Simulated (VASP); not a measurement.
CdTe, 2 atoms in the cell. Symmetry: F-43m, No. 216, cubic system. Conventional cell: a = 6.560 Å, b = 6.560 Å, c = 6.560 Å, α = 90.00°, β = 90.00°, γ = 90.00°. Cd (site symmetry -43m) has 4 Te at 2.84 Å within 3.7 Å. Within 3.7 Å of Te (site symmetry -43m) lie 4 Cd at 2.84 Å. 

```yaml
Program: VASP 6.6.1
Task: single point
Functional: r2SCAN
Potentials_or_basis: VASP PAW PBE potentials, release 64 (Cd, Te)
Cutoff: 520 eV
k_mesh: 4 × 4 × 4
Occupations: gaussian, width 0.01 eV
Spin: no spin polarisation
Dipole_correction: no
Further_INCAR_settings: ALGO = Normal; EDIFF = 1e-07; NBANDS = 16
```

Potentials or basis: VASP PAW PBE potentials, release 64 (Cd, Te).

Launch:

```bash
$ cat potpaw_PBE.64/Cd/POTCAR potpaw_PBE.64/Te/POTCAR > POTCAR
$ cp INCAR.step1 INCAR
$ mpirun -np 1 vasp_std > vasp.out
$ cp INCAR.step2 INCAR
$ mpirun -np 1 vasp_std > vasp.out
```

Hardware: 1 thread of Intel Xeon 6975P-C (shared host).

Problem. Estimate the wall time of this run.

Solution. It took 37 s on 1 thread of Intel Xeon 6975P-C (shared host), peak memory 0.22 GiB. Counts: k points 8.
